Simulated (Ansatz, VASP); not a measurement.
# EuO: VASP beside Ansatz

```
CELL_PARAMETERS angstrom
0.00000 2.57195 2.57195
2.57195 0.00000 2.57195
5.14390 5.14390 0.00000
ATOMIC_POSITIONS crystal
Eu 0.50000 0.50000 0.25000
Eu 0.50000 0.50000 0.75000
O 0.00000 0.00000 0.00000
O 0.00000 0.00000 0.50000
```

Alike in both runs: task single point; functional LDA; k mesh 6 × 6 × 6; occupations gaussian, width 0.05 eV; collinear spin; Hubbard terms Eu f U = 8.0 eV.

```csv
,VASP,Ansatz
version,VASP 6.6.1,Ansatz 0.2.0
potentials or method,"VASP PAW PBE potentials, release 64 (Eu, O), cutoff 600 eV","scalar-relativistic, plane waves, PAW"
valence electrons in the cell,46,46
```

|  | VASP | Ansatz | Ansatz less VASP |
| --- | --- | --- | --- |
| gap on the k mesh at the Fermi level (eV) | 0.98 | 1.47 | +0.491 |
| least direct gap on the mesh (eV) | 1.08 | 1.64 | +0.562 |
| pressure (GPa) | -5.6 | -5.5 | +0.04 |
| net moment per atom (μB) | 0.00 | 0.00 | 0.000 |
| size of the moment on the site where the two differ most (μB) | 6.75 | 6.75 | -0.003 |

VASP's potentials were made for PBE, not for LDA. LDA's correlation is that of Perdew and Zunger in VASP and of Perdew and Wang (1992) in Ansatz. Site moments also hang on the region over which each program counts them. The programs project onto different local orbitals, so the same U acts differently, and such runs can settle in different states.

Spin-orbit coupling is off throughout.
